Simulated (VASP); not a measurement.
Input of a VASP 6.6.1 run:

File INCAR:

```
  PREC = Accurate
  ENCUT = 600
  EDIFF = 1E-6
  ISMEAR = 0
  SIGMA = 0.02
  LREAL = Auto
  LASPH = True
  NELM = 80
  ALGO = Normal
  ISIF = 4
  LWAVE = False
  LCHARG = False
  GGA = PE
  IBRION = 2
  NSW = 50
  EDIFFG = -0.01
```

Contents of KPOINTS:

```
regular mesh
0
Gamma
  4 6 6
```

File POSCAR:

```
Al2O3
1.0
    6.8676070876      0.0000000000      0.0000000000
    0.0000000000      4.6993148959      0.0000000000
    0.0000000000      0.0000000000      4.8341932727
Al O
8 12
Direct
    0.3895750885      0.2523435236      0.0324117081
    0.6104249115      0.2523435236      0.4675882919
    0.1104249115      0.2476564764      0.5324117081
    0.8895750885      0.2476564764      0.9675882919
    0.6104249115      0.7476564764      0.9675882919
    0.3895750885      0.7476564764      0.5324117081
    0.8895750885      0.7523435236      0.4675882919
    0.1104249115      0.7523435236      0.0324117081
    0.6542888155      0.1072220613      0.1025618370
    0.3457111845      0.1072220613      0.3974381630
    0.8457111845      0.3927779387      0.6025618370
    0.1542888155      0.3927779387      0.8974381630
    0.3457111845      0.8927779387      0.8974381630
    0.6542888155      0.8927779387      0.6025618370
    0.1542888155      0.6072220613      0.3974381630
    0.8457111845      0.6072220613      0.1025618370
    0.0000000000      0.0511147692      0.2500000000
    0.5000000000      0.4488852308      0.7500000000
    0.0000000000      0.9488852308      0.7500000000
    0.5000000000      0.5511147692      0.2500000000
```

Potentials or basis: VASP PAW PBE potentials, release 64 (Al, O).

Launch:

```bash
$ cat potpaw_PBE.64/Al/POTCAR potpaw_PBE.64/O/POTCAR > POTCAR
$ mpirun -np 1 vasp_std > vasp.out
```

(1) Predict the band gap on the k mesh.

## Answers

(1) 6.42 eV.
